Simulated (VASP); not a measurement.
# NaBe3 (Pmmn) in VASP: single point with PBE

Aim: the single point of NaBe3 with PBE.

Program: VASP 6.6.1. These are calculated values, not measurements. Logs are shortened: lines on timing, memory, paths and dates and some standing lists are left out, and cuts for length are marked.

**1. The cell of the first run**

The typed cell holds 8 atoms: a = 3.697 Å, b = 6.426 Å, c = 5.242 Å, α = 90.00°, β = 90.00°, γ = 90.00°.

**2. Single point, PBE**

File INCAR:

```
SYSTEM = NaBe3
PREC     = Accurate       ! precision mode
ENCUT    = 520            ! plane-wave cutoff, eV
EDIFF    = 1E-7           ! SCF threshold, eV
ISMEAR   = 0              ! smearing method
SIGMA    = 0.1            ! smearing width, eV
LREAL    = .False.        ! projectors in reciprocal space
LASPH    = .True.         ! aspherical terms in the spheres
NELM     = 100            ! most SCF steps
ALGO     = Fast           ! electronic algorithm
ISIF     = 2              ! what is computed and relaxed
LWAVE    = .False.        ! write WAVECAR
LCHARG   = .False.        ! write CHGCAR
GGA      = PE             ! functional
NBANDS   = 23             ! bands
```

File KPOINTS:

```
Automatic mesh
0
Gamma
  10 6 8
  0 0 0
```

File POSCAR:

```
NaBe3
1.0
    3.6966804918      0.0000000000      0.0000000000
    0.0000000000      6.4260332988      0.0000000000
    0.0000000000      0.0000000000      5.2422508820
Na Be
2 6
Direct
    0.0000000000      0.0000000000      0.5000563718
    0.5000000000      0.5000000000      0.4999436282
    0.0000000000      0.1685582857     -0.0000462364
    0.0000000000      0.8314417143     -0.0000462364
    0.5000000000      0.6685582857      1.0000462364
    0.5000000000      0.3314417143      1.0000462364
    0.5000000000      0.0000000000      0.0004468921
    0.0000000000      0.5000000000      0.9995531079
```

Potentials or basis: VASP PAW PBE potentials, release 64 (Na_pv, Be).

Launch:

```console
> cat potpaw_PBE.64/Na_pv/POTCAR potpaw_PBE.64/Be/POTCAR > POTCAR
> mpirun -np 1 vasp_std > vasp.out
```

OUTCAR:

```text
SYSTEM = NaBe3
   PREC = Accurate
   ENCUT = 520
   EDIFF = 1E-7
   ISMEAR = 0
   LREAL = .False.
   LASPH = .True.
   NELM = 100
   ISIF = 2
   GGA = PE

 ion  position               nearest neighbor table
   1  0.000  0.000  0.500-
   2  0.500  0.500  0.500-
   3  0.000  0.169  1.000-   6 2.12   6 2.12   8 2.13   7 2.14   7 2.14   4 2.17
   4  0.000  0.831  1.000-   5 2.12   5 2.12   8 2.13   7 2.14   7 2.14   3 2.17
   5  0.500  0.669  0.000-   4 2.12   4 2.12   7 2.13   8 2.14   8 2.14   6 2.17
   6  0.500  0.331  0.000-   3 2.12   3 2.12   7 2.13   8 2.14   8 2.14   5 2.17
   7  0.500  0.000  0.000-   5 2.13   6 2.13   3 2.14   4 2.14   3 2.14   4 2.14
   8  0.000  0.500  1.000-   3 2.13   4 2.13   5 2.14   6 2.14   5 2.14   6 2.14

  LATTYP: Found a simple orthorhombic cell.
 ALAT       =     3.6966804918
 B/A-ratio  =     1.4180968287
 C/A-ratio  =     1.7383253200

  Lattice vectors:

 A1 = (  -3.6966804918,   0.0000000000,   0.0000000000)
 A2 = (   0.0000000000,   0.0000000000,   5.2422508820)
 A3 = (   0.0000000000,   6.4260332988,   0.0000000000)

Analysis of symmetry for initial positions (statically):
=====================================================================
 Subroutine PRICEL returns:
 Original cell was already a primitive cell.

 Routine SETGRP: Setting up the symmetry group for a
 simple orthorhombic supercell.

 Subroutine GETGRP returns: Found  8 space group operations
 (whereof  4 operations were pure point group operations)
 out of a pool of  8 trial point group operations.

The static configuration has the point symmetry C_2v.
 The point group associated with its full space group is D_2h.

Analysis of symmetry for dynamics (positions and initial velocities):
=====================================================================
 Subroutine PRICEL returns:
 Original cell was already a primitive cell.

 Routine SETGRP: Setting up the symmetry group for a
 simple orthorhombic supercell.

 Subroutine GETGRP returns: Found  8 space group operations
 (whereof  4 operations were pure point group operations)
 out of a pool of  8 trial point group operations.

The dynamic configuration has the point symmetry C_2v.
 The point group associated with its full space group is D_2h.

 Subroutine INISYM returns: Found  8 space group operations
 (whereof  4 operations are pure point group operations),
 and found     1 'primitive' translations

----------------------------------------------------------------------------------------

                                     Primitive cell

  volume of cell :     124.5296

  direct lattice vectors                    reciprocal lattice vectors
     3.696680492  0.000000000  0.000000000     0.270512965  0.000000000  0.000000000
     0.000000000  6.426033299  0.000000000     0.000000000  0.155616996  0.000000000
     0.000000000  0.000000000  5.242250882     0.000000000  0.000000000  0.190757753

  length of vectors
     3.696680492  6.426033299  5.242250882     0.270512965  0.155616996  0.190757753

  position of ions in fractional coordinates (direct lattice)
     0.000000000  0.000000000  0.500056372
     0.500000000  0.500000000  0.499943628
     0.000000000  0.168558286  0.999953764
     0.000000000  0.831441714  0.999953764
     0.500000000  0.668558286  0.000046236
     0.500000000  0.331441714  0.000046236
     0.500000000  0.000000000  0.000446892
     0.000000000  0.500000000  0.999553108

  ion indices of the primitive-cell ions
   primitive index   ion index
                 1           1
                 2           2
                 3           3
                 4           4
                 5           5
                 6           6
                 7           7
                 8           8

----------------------------------------------------------------------------------------

 KPOINTS: Automatic mesh

Automatic generation of k-mesh.
 Grid dimensions read from file:
 generate k-points for:   10    6    8

 Generating k-lattice:

  Cartesian coordinates                     Fractional coordinates (reciprocal lattice)
     0.027051296  0.000000000  0.000000000     0.100000000  0.000000000  0.000000000
     0.000000000  0.025936166  0.000000000     0.000000000  0.166666667  0.000000000
     0.000000000  0.000000000  0.023844719     0.000000000  0.000000000  0.125000000

  Length of vectors
     0.027051296  0.025936166  0.023844719

  Shift w.r.t. Gamma in fractional coordinates (k-lattice)
     0.000000000  0.000000000  0.000000000

 Subroutine IBZKPT returns following result:
 ===========================================

 Found    120 irreducible k-points:

 Following reciprocal coordinates:
            Coordinates               Weight
  0.000000  0.000000  0.000000      1.000000
  0.100000  0.000000  0.000000      2.000000
  0.200000  0.000000  0.000000      2.000000
  0.300000  0.000000  0.000000      2.000000
  0.400000  0.000000  0.000000      2.000000
  0.500000  0.000000  0.000000      1.000000
[... 16 lines left out ...]
  0.400000  0.500000  0.000000      2.000000
  0.500000  0.500000  0.000000      1.000000
 [... further k-points ...]
   k-points           NKPTS =    120   k-points in BZ     NKDIM =    120   number of bands    NBANDS=     23
   number of dos      NEDOS =    301   number of ions     NIONS =      8
   total plane-waves  NPLWV =  53760
   dimension x,y,z NGX =    28 NGY =   48 NGZ =   40
   dimension x,y,z NGXF=    56 NGYF=   96 NGZF=   80
   ions per type =               2   6
   NGX,Y,Z   is equivalent  to a cutoff of  12.59, 12.42, 12.69 a.u.
   NGXF,Y,Z  is equivalent  to a cutoff of  25.18, 24.84, 25.37 a.u.
 SYSTEM =  NaBe3
   PREC   = accura    normal or accurate (medium, high low for compatibility)
   ISTART =      0    job   : 0-new  1-cont  2-samecut
   ICHARG =      2    charge: 1-file 2-atom 10-const
   ISPIN  =      1    spin polarized calculation?
   LNONCOLLINEAR =      F non collinear calculations
   LSORBIT =      F    spin-orbit coupling
   LASPH  =      T    aspherical Exc in radial PAW
   ENCUT  =  520.0 eV  38.22 Ry    6.18 a.u.   6.87 11.95  9.75*2*pi/ulx,y,z
   NELM   =    100;   NELMIN=  2; NELMDL= -5     # of ELM steps
   EDIFF  = 0.1E-06   stopping-criterion for ELM
   LREAL  =      F    real-space projection
   EDIFFG = 0.1E-05   stopping-criterion for IOM
   NSW    =      0    number of steps for IOM
   IBRION =     -1    ionic relax: 0-MD 1-quasi-New 2-CG
   NFREE  =      0    steps in history (QN), initial steepest desc. (CG)
   ISIF   =      2    stress and relaxation
   ISYM   =      2    0-nonsym 1-usesym 2-fastsym
   POTIM  = 0.5000    time-step for ionic-motion
   TEBEG  =    0.0;   TEEND  =   0.0 temperature during run
   PSTRESS=    0.0 pullay stress
   NELECT =      26.0000    total number of electrons
   NUPDOWN=      -1.0000    fix difference up-down
   EMIN   =  10.00;   EMAX   =-10.00  energy-range for DOS
   EFERMI =   0.00;   METHOD = LEGACY
   ISMEAR =     0;   SIGMA  =   0.10  broadening in eV -4-tet -1-fermi 0-gaus
   EFERMI_NEDOS =   21; number of points for ismear=-14 and -15
   IALGO  =     68    algorithm
   IMIX   =      4    mixing-type and parameters
     AMIX     =   0.40;   BMIX     =  1.00
     AMIX_MAG =   1.60;   BMIX_MAG =  1.00
  volume/ion in A,a.u.               =      15.57       105.05
  Fermi-wavevector in a.u.,A,eV,Ry     =   0.971199  1.835301 12.833399  0.943228
  Thomas-Fermi vector in A             =   2.101397
   LORBIT       =      0    0 simple, 1 ext, 2 COOP (PROOUT), +10 PAW based schemes
   GGA     = PE    functional components
   LHFCALC =     F    Hartree Fock is set to
   AEXX    =    0.0000 exact exchange contribution
   IVDW    =     0    specifies the selected vdW correction
   LEPSILON=     F    determine dielectric tensor
   LRPA    =     F    only Hartree local field effects (RPA)
 non-spin polarized calculation
 RMM-DIIS sequential band-by-band and
 Gauss-broadening in eV      SIGMA  =   0.10
  energy-cutoff  :      520.00
  volume of cell :      124.53
 maximum number of plane-waves:      3392
 NGX is ok and might be reduce to    28
   NGX = 13   NGY = 23   NGZ = 19

 number of electron      25.9999991 magnetization

 Free energy of the ion-electron system (eV)
  ---------------------------------------------------
  ext. energy  EPLUGINS =         0.00000000
  ---------------------------------------------------
  free energy    TOTEN  =       -23.01565121 eV

  energy without entropy =      -23.00478793  energy(sigma->0) =      -23.01021957

 E-fermi :   2.0109     XC(G=0):  -8.2235

 val. band max:        1.9884614692   @ k =   0.5000   0.5000   0.5000
 cond. band min:       2.0142280098   @ k =   0.0000   0.1667   0.1250
 fundamental gap:      0.0257665405
 Fermi energy:         2.0109089300

 k-point     1 :       0.0000    0.0000    0.0000
  band No.  band energies     occupation
      1     -22.3916      2.00000
      2     -22.3621      2.00000
      3     -22.3598      2.00000
      4     -22.3528      2.00000
      5     -22.3179      2.00000
      6     -22.3132      2.00000
[... 15 lines left out ...]
     22       9.2128      0.00000
     23      10.9504      0.00000

 k-point     2 :       0.1000    0.0000    0.0000
  band No.  band energies     occupation
      1     -22.3907      2.00000
      2     -22.3627      2.00000
      3     -22.3616      2.00000
      4     -22.3549      2.00000
      5     -22.3175      2.00000
      6     -22.3131      2.00000
[... 15 lines left out ...]
     22       8.1434      0.00000
     23      10.7038      0.00000

 k-point     3 :       0.2000    0.0000    0.0000
  band No.  band energies     occupation
      1     -22.3881      2.00000
      2     -22.3663      2.00000
      3     -22.3642      2.00000
      4     -22.3607      2.00000
      5     -22.3166      2.00000
      6     -22.3128      2.00000
[... 15 lines left out ...]
     22       8.0019      0.00000
     23       9.5389      0.00000

 k-point     4 :       0.3000    0.0000    0.0000
  band No.  band energies     occupation
      1     -22.3842      2.00000
      2     -22.3720      2.00000
      3     -22.3679      2.00000
      4     -22.3669      2.00000
      5     -22.3153      2.00000
      6     -22.3126      2.00000
[... 15 lines left out ...]
     22       8.2348      0.00000
     23       8.2459      0.00000

 k-point     5 :       0.4000    0.0000    0.0000
  band No.  band energies     occupation
      1     -22.3796      2.00000
      2     -22.3762      2.00000
      3     -22.3741      2.00000
      4     -22.3704      2.00000
      5     -22.3141      2.00000
      6     -22.3127      2.00000
[... 434 lines left out ...]
 k-point    22 :       0.3000    0.5000    0.0000
  band No.  band energies     occupation
      1     -22.3811      2.00000
      2     -22.3811      2.00000
      3     -22.3644      2.00000
      4     -22.3644      2.00000
      5     -22.3140      2.00000
      6     -22.3140      2.00000
[... 15 lines left out ...]
     22       8.2504      0.00000
     23       8.2589      0.00000

 k-point    23 :       0.4000    0.5000    0.0000
  band No.  band energies     occupation
      1     -22.3843      2.00000
      2     -22.3843      2.00000
      3     -22.3659      2.00000
      4     -22.3659      2.00000
      5     -22.3134      2.00000
      6     -22.3134      2.00000
[... 15 lines left out ...]
     22       8.6303      0.00000
     23       8.6746      0.00000

 k-point    24 :       0.5000    0.5000    0.0000
  band No.  band energies     occupation
      1     -22.3857      2.00000
      2     -22.3857      2.00000
      3     -22.3663      2.00000
      4     -22.3663      2.00000
      5     -22.3131      2.00000
      6     -22.3131      2.00000
[... 15 lines left out ...]
     22       6.4493      0.00000
     23       8.8817      0.00000

 [... further k-points ...]

------------------------ aborting loop because EDIFF is reached ----------------------------------------

  FORCE on cell =-STRESS in cart. coord.  units (eV):
  Direction    XX          YY          ZZ          XY          YZ          ZX
  --------------------------------------------------------------------------------------
  -------------------------------------------------------------------------------------
  Total        0.0363096      0.0423418      0.0345986      0.0000000      0.0000000      0.0000000
  in kB        0.4671538      0.5447627      0.4451404      0.0000000      0.0000000      0.0000000
  external PRESSURE =       0.4856856 kB  Pullay stress =       0.0000000 kB

 VOLUME and BASIS-vectors are now :
 -----------------------------------------------------------------------------
  energy-cutoff  :      520.00
  volume of cell :      124.53
      direct lattice vectors                 reciprocal lattice vectors
     3.696680492  0.000000000  0.000000000     0.270512965  0.000000000  0.000000000
     0.000000000  6.426033299  0.000000000     0.000000000  0.155616996  0.000000000
     0.000000000  0.000000000  5.242250882     0.000000000  0.000000000  0.190757753

 POSITION                                       TOTAL-FORCE (eV/Angst)
 -----------------------------------------------------------------------------------
      0.00000      0.00000      2.62142         0.000000      0.000000     -0.000241
      1.84834      3.21302      2.62083         0.000000      0.000000      0.000241
      0.00000      1.08316      5.24201         0.000000      0.002165      0.003035
      0.00000      5.34287      5.24201         0.000000     -0.002165      0.003035
      1.84834      4.29618      0.00024         0.000000      0.002165     -0.003035
      1.84834      2.12986      0.00024         0.000000     -0.002165     -0.003035
      1.84834      0.00000      0.00234         0.000000      0.000000     -0.005686
      0.00000      3.21302      5.23991         0.000000      0.000000      0.005686
 -----------------------------------------------------------------------------------
    total drift:                                0.000000      0.000000     -0.000000

  FREE ENERGIE OF THE ION-ELECTRON SYSTEM (eV)
  ---------------------------------------------------
  free  energy   TOTEN  =       -23.0156512088 eV

  energy  without entropy=      -23.0047879282  energy(sigma->0) =      -23.01021957
```

Run time: 8.5 min. Hardware: 1 thread of Intel Xeon Platinum 8375C at 2.90GHz (Ice Lake), shared host; peak memory 0.39 GiB.

What came out:

| Item | Value |
| --- | --- |
| Free energy | -23.0157 eV |
| Pressure | 0.0 GPa |
| Largest force | 0.006 eV/Å |
| Band gap on the k mesh | zero (bands 13 and 14 overlap by 2.62 eV) |

Forces in eV/Å, atoms in the order of the input:
```
Na   0.000  0.000  0.000
Na   0.000  0.000  0.000
Be   0.000  0.002  0.003
Be   0.000 -0.002  0.003
Be   0.000  0.002 -0.003
Be   0.000 -0.002 -0.003
Be   0.000  0.000 -0.006
Be   0.000  0.000  0.006
```

The gap in the log of VASP goes by the Fermi energy; the results here count the filled bands.